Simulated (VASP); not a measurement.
**Se: relaxation of cell and atoms with PBEsol+D4**

Crystal: Se.

```
Se
1.0
     4.36620    0.00000    0.00000
    -2.18310    3.78124    0.00000
     0.00000    0.00000    4.95360
Se
3
Cartesian
  1.6910 2.9289 0.0000
  -0.4921 0.8523 3.3024
  0.9841 0.0000 1.6512
```

- Program: VASP 6.6.1
- Task: relaxation of cell and atoms
- Functional: PBEsol
- Dispersion: D4
- Potentials or basis: VASP PAW PBE potentials, release 64 (Se)
- Cutoff: 600 eV
- k mesh: 7 × 7 × 6
- Occupations: fermi-dirac, width 0.05 eV
- Spin: no spin polarisation
- Dipole correction: no
- Further INCAR settings: ALGO = Normal; EDIFF = 1e-06; IBRION = 2; EDIFFG = -0.01; NSW = 60; ISIF = 3

- Relaxed volume: 22.84 Å³/atom
- Relaxed cell: a = 3.922 Å, b = 3.922 Å, c = 5.144 Å, α = 90.00°, β = 90.00°, γ = 120.00°
- Space group after relaxing (to 0.05 Å): P3_121 (No. 152)
- Energy gained by relaxing: 55.5 meV/atom
- Ionic steps: 12
- Pressure after relaxing: 0.0 GPa
- Largest force after relaxing: 0.005 eV/Å
- Band gap on the k mesh: 0.82 eV, indirect (least direct gap 1.00 eV)
- Dispersion energy per atom: -0.239 eV

Forces on the atoms (eV/Å):
```
Se   0.003  0.004  0.000
Se   0.003 -0.004  0.000
Se  -0.005  0.000  0.000
```

The path:
| step | energy change (eV) | largest force (eV/Å) | pressure (GPa) | volume (Å³) |
| --- | --- | --- | --- | --- |
| 1 | 0.0000 | 0.3288 | -0.78 | 81.78 |
| 2 | -0.0290 | 0.2619 | -0.94 | 80.23 |
| 3 | -0.1030 | 0.1249 | -0.98 | 75.62 |
| 4 | -0.1560 | 0.0206 | 1.64 | 66.73 |
| 5 | -0.1603 | 0.0477 | 0.60 | 68.99 |
| 6 | -0.1608 | 0.0410 | 0.84 | 68.39 |
| 7 | -0.1419 | 0.2847 | -2.67 | 70.30 |
| 8 | -0.1645 | 0.0659 | -0.24 | 68.94 |
| 9 | -0.1666 | 0.0117 | -0.04 | 68.56 |
| 10 | -0.1666 | 0.0108 | -0.06 | 68.55 |
| 11 | -0.1665 | 0.0119 | 0.21 | 68.40 |
| 12 | -0.1666 | 0.0052 | 0.02 | 68.52 |

Final structure:
```cif
data_structure
_symmetry_space_group_name_H-M 'P 1'
_symmetry_Int_Tables_number 1
_cell_length_a 3.9219
_cell_length_b 3.9219
_cell_length_c 5.1435
_cell_angle_alpha 90.000
_cell_angle_beta 90.000
_cell_angle_gamma 120.000
_cell_volume 68.52
loop_
_atom_site_label
_atom_site_type_symbol
_atom_site_fract_x
_atom_site_fract_y
_atom_site_fract_z
_atom_site_occupancy
Se1 Se 0.74139 0.74139 0.00000 1
Se2 Se 0.00000 0.25861 0.66667 1
Se3 Se 0.25861 0.00000 0.33333 1
```

Levels at points of the mesh, in eV from the valence-band top:
```csv
k point,band 6,band 7,band 8,band 9,band 10,band 11,band 12,band 13
"(0.00, 0.00, 0.00)",-3.26,-1.86,-1.86,-0.64,1.43,1.43,2.14,6.28
"(0.00, 0.00, 0.50)",-3.04,-1.42,-1.18,-1.18,0.82,0.84,0.84,5.26
```

Run time: 2.1 min on 1 thread of AMD EPYC 9R45 96-Core Processor (Zen 5) (shared host), peak memory 0.21 GiB.

Caveat: the volume moved by over 15 % at a fixed basis, so the end points are rough; the PAW data sets were made with another functional, which shifts forces and pressure a little; the volume moved by -16 % from the deposited cell, more than functionals usually miss. As with any semilocal functional, this PBEsol gap is likely too small.
